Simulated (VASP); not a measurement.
A run of VASP 6.6.1 is set up as follows.

INCAR

```
SYSTEM = Si
  PREC = Accurate
  ENCUT = 520
  EDIFF = 1E-7
  ISMEAR = 0
  SIGMA = 0.05
  LREAL = .FALSE.
  LASPH = .TRUE.
  NELM = 80
  ALGO = Normal
  ISIF = 2
  LWAVE = .FALSE.
  LCHARG = .TRUE.
  GGA = PE
  LELF = .TRUE.
  LVHAR = .TRUE.
  NBANDS = 16
```

The input KPOINTS:

```
regular mesh
0
G
  8 8 6
  0 0 0
```

Contents of POSCAR:

```
Si
1.0
    0.0000000000     -2.6890902545     -2.6890902545
    0.0000000000      2.6890902545     -2.6890902545
    5.3781805090      0.0000000000      0.0000000000
Si
4
Direct
    0.5019786387      0.5072861443      0.0000000000
   -0.0019786387     -0.0072861443      0.5000000000
    1.0019786387      0.4927138557      0.2500000000
    0.4980213613      0.0072861443      0.7500000000
```

Potentials or basis: VASP PAW PBE potentials, release 64 (Si).

The run is started by

```sh
$ cat potpaw_PBE.64/Si/POTCAR > POTCAR
$ mpirun -np 1 vasp_std > vasp.out
```

(1) Predict the largest force.

(2) Predict the pressure.

Results:

(1) 0.051 eV/Å.

(2) 4.9 GPa.

Caveat: the cell differs from its parent crystal (atoms displaced along a vibrational mode, the cell strained); the cell stands under pressure.
